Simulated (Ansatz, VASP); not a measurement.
# Bi: VASP beside Ansatz

The input INCAR:

```
PREC = Accurate
ENCUT = 520
EDIFF = 1E-8
ISMEAR = -1
SIGMA = 0.03
LREAL = F
LASPH = T
NELM = 80
ALGO = Normal
ISIF = 2
LWAVE = F
LCHARG = F
GGA = PE
LEFG = T
NBANDS = 22
```

Contents of KPOINTS:

```
regular mesh
0
Gamma
  9 9 3
```

File POSCAR:

```
Bi
1.0
    4.5008556366      0.0000000000      0.0000000000
   -2.2504278184      3.8978553202      0.0000000000
    0.0000000000      0.0000000000     11.7295919388
Bi
2
Direct
    0.3333333333      0.6666666667      0.2500000000
    0.6666666667      0.3333333333      0.7500000000
```

Input for Ansatz:

```yaml
crystal:
  lattice:
    - [4.5008556366, 0.0, 0.0]
    - [-2.2504278184, 3.8978553202, 0.0]
    - [0.0, 0.0, 11.7295919388]
  atoms:
    - { symbol: Bi, position: [0.3333333333, 0.6666666667, 0.25] }
    - { symbol: Bi, position: [0.6666666667, 0.3333333333, 0.75] }
kpoints:
  mp_grid: { grid: [9, 9, 3] }
scf:
  occupations: { method: fermi_dirac, width: 0.03 }
hamiltonian:
  xc: pbe
  pseudopotentials: { kind: paw }
output:
  forces: true
  stress: true
  eigenvalues: true
  efg: { contact_densities: true }
```

Change from the starting cell: volume scaled by 0.975, PAW files.

Alike in both runs: task electric field gradients; functional PBE; k mesh 9 × 9 × 3; occupations fermi-dirac, width 0.03 eV; no spin polarisation.

|  | VASP | Ansatz |
| --- | --- | --- |
| version | VASP 6.6.1 | Ansatz 0.2.0 |
| potentials or method | VASP PAW PBE potentials, release 64 (Bi_d) | PAW with Ansatz's default frozen-core files, scalar-relativistic |
| plane-wave cutoff (eV) | 520 | 420 |
| valence electrons in the cell | 30 | 30 |

Ansatz gave:

- pressure (GPa): -3.4
- traceless stress, the component that is largest in VASP (GPa): 3.06
- size of Vzz on the site where it differs most (V/Å²): 124.6

Task: What did VASP give for the same quantities?

Result: Pressure (GPa): -3.4; traceless stress, the component that is largest in VASP (GPa): 3.06; size of Vzz on the site where it differs most (V/Å²): 130.3.

Neither program's run includes spin-orbit coupling.
